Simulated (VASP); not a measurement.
Here is a VASP 6.6.1 calculation.

The input INCAR:

```
PREC = Accurate
ENCUT = 600
EDIFF = 1E-7
ISMEAR = 0
SIGMA = 0.2
LREAL = F
LASPH = T
NELM = 100
ALGO = Fast
ISIF = 3
LWAVE = F
LCHARG = F
GGA = PE
IBRION = 2
NSW = 36
EDIFFG = -0.08
```

KPOINTS

```
regular mesh
0
Gamma
  3 3 3
```

Contents of POSCAR:

```
Si2Sn5
1.0
    6.5049125700      0.0000000000      0.0000000000
   -3.2524562800      5.6334195300      0.0000000000
    0.0000000000      0.0000000000      5.6945434300
Si Sn
2 5
Direct
    0.0000000000      0.0000000000      0.5000000000
    0.0000000000      0.0000000000      0.0000000000
    0.7012080600      0.0000000000      0.0000000000
    0.0000000000      0.7012080600      0.0000000000
    0.2987919400      0.2987919400      0.0000000000
    0.3333333300      0.6666666700      0.0000000000
    0.6666666700      0.3333333300      0.0000000000
```

Potentials or basis: VASP PAW PBE potentials, release 64 (Si, Sn_d).

Run with:

```console
$ cat potpaw_PBE.64/Si/POTCAR potpaw_PBE.64/Sn_d/POTCAR > POTCAR
$ mpirun -np 1 vasp_std > vasp.out
```

Q: What does it give for the space group after relaxing (to 0.1 Å)?

A: P-62m (No. 189).

Q: Predict the relaxed volume.

A: 39.15 Å³/atom.

Q: Predict the band gap on the k mesh.

A: Zero (bands 39 and 40 overlap by 1.41 eV).

Q: What does it give for the relaxed cell?

A: a = 8.552 Å, b = 8.552 Å, c = 4.328 Å, α = 90.00°, β = 90.00°, γ = 120.00°.

Stress tensor (GPa, compression positive):
```
-0.06  0.00  0.00
 0.00 -0.06  0.00
 0.00  0.00  0.21
```

Caveat: the k points lie up to 0.48 Å⁻¹ apart in the final cell, too coarse for converged energies and pressures of a metal; the volume moved by over 15 % at a fixed basis, so the end points are rough; spin-orbit coupling is left out, which moves the levels of the heavy elements.
